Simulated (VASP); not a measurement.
Be2Si: relaxation of cell and atoms with PBE

Be2Si:

```
Be Si
1.0
     3.24472   -1.90134    0.00000
     3.24472    1.90134    0.00000
    -2.21854    0.00000    5.90005
Be Si
4 2
Direct
  0.58272 0.58272 0.36720
  0.16968 0.16968 0.87182
  0.41728 0.41728 0.63280
  0.83032 0.83032 0.12818
  0.20546 0.20546 0.24893
  0.79454 0.79454 0.75107
```

```yaml
Program: VASP 6.6.1
Task: relaxation of cell and atoms
Functional: PBE
Potentials_or_basis: VASP PAW PBE potentials, release 64 (Be, Si)
Cutoff: 600 eV
k_mesh: 12 × 12 × 6
Occupations: gaussian, width 0.1 eV
Spin: no spin polarisation
Dipole_correction: no
Further_INCAR_settings: ALGO = Fast; EDIFF = 1e-07; IBRION = 2; EDIFFG = -0.01; NSW = 100; ISIF = 3
```

```json
{
  "Relaxed volume": "12.16 Å³/atom",
  "Relaxed cell": "a = 3.763 Å, b = 3.763 Å, c = 6.329 Å, α = 107.70°, β = 107.70°, γ = 60.44°",
  "Space group after relaxing (to 0.1 Å)": "C2/m (No. 12)",
  "Energy gained by relaxing": "1.4 meV/atom",
  "Ionic steps": "12",
  "Pressure after relaxing": "0.0 GPa",
  "Largest force after relaxing": "0.008 eV/Å",
  "Band gap on the k mesh": "zero (bands 8 and 9 overlap by 1.12 eV)"
}
```

Forces on the atoms (eV/Å):
```
Be  -0.001  0.000 -0.006
Be  -0.008  0.000  0.001
Be   0.001  0.000  0.006
Be   0.008  0.000 -0.001
Si   0.006  0.000 -0.002
Si  -0.006  0.000  0.002
```

Step by step:
| step | energy change (eV) | largest force (eV/Å) | pressure (GPa) | volume (Å³) |
| --- | --- | --- | --- | --- |
| 1 | 0.0000 | 0.2290 | 0.07 | 72.80 |
| 2 | -0.0064 | 0.0825 | 0.02 | 72.86 |
| 3 | -0.0073 | 0.0397 | 0.00 | 72.89 |
| 4 | -0.0076 | 0.0331 | 0.00 | 72.89 |
| 5 | -0.0078 | 0.0257 | 0.00 | 72.90 |
| 6 | -0.0080 | 0.0154 | 0.01 | 72.90 |
| 7 | -0.0081 | 0.0130 | 0.02 | 72.90 |
| 8 | -0.0081 | 0.0119 | 0.00 | 72.92 |
| 9 | -0.0082 | 0.0142 | -0.03 | 72.96 |
| 10 | -0.0083 | 0.0115 | 0.00 | 72.94 |
| 11 | -0.0083 | 0.0107 | 0.04 | 72.93 |
| 12 | -0.0083 | 0.0076 | -0.02 | 72.97 |

Final structure:
```yaml
crystal:
  lattice:
    - [3.25145, -1.89406, -0.00115]
    - [3.25145, 1.89406, -0.00115]
    - [-2.22522, 0.00000, 5.92507]
  atoms:
    - { symbol: Be, position: [0.58578, 0.58578, 0.36833] }
    - { symbol: Be, position: [0.17131, 0.17131, 0.87294] }
    - { symbol: Be, position: [0.41422, 0.41422, 0.63167] }
    - { symbol: Be, position: [0.82869, 0.82869, 0.12706] }
    - { symbol: Si, position: [0.20940, 0.20940, 0.24918] }
    - { symbol: Si, position: [0.79060, 0.79060, 0.75082] }
```

Levels at points of the mesh, in eV from the Fermi level:
```
           k point  band 5  band 6  band 7  band 8  band 9  band 10  band 11  band 12
(0.00, 0.00, 0.00)   -1.37   -0.08    0.25    0.33    0.41     0.41     1.05     1.09
(0.50, 0.00, 0.00)   -4.00   -3.89   -3.17   -3.07    0.25     0.48     3.92     4.50
(0.50, 0.50, 0.00)   -4.19   -3.40   -1.51   -1.07   -0.42     0.20     1.24     1.24
(0.00, 0.00, 0.50)   -1.32   -1.13   -1.05   -0.82    0.42     1.01     1.16     2.26
(0.50, 0.00, 0.50)   -3.89   -3.72   -2.21   -0.94    0.24     0.55     1.43     1.60
(0.50, 0.50, 0.50)   -4.02   -3.87   -3.37   -3.20    0.17     0.36     3.74     4.31
```

Run time: 30 min on 1 thread of Oxide Virtual Turin-like Processor, on a shared host, peak memory 0.36 GiB.
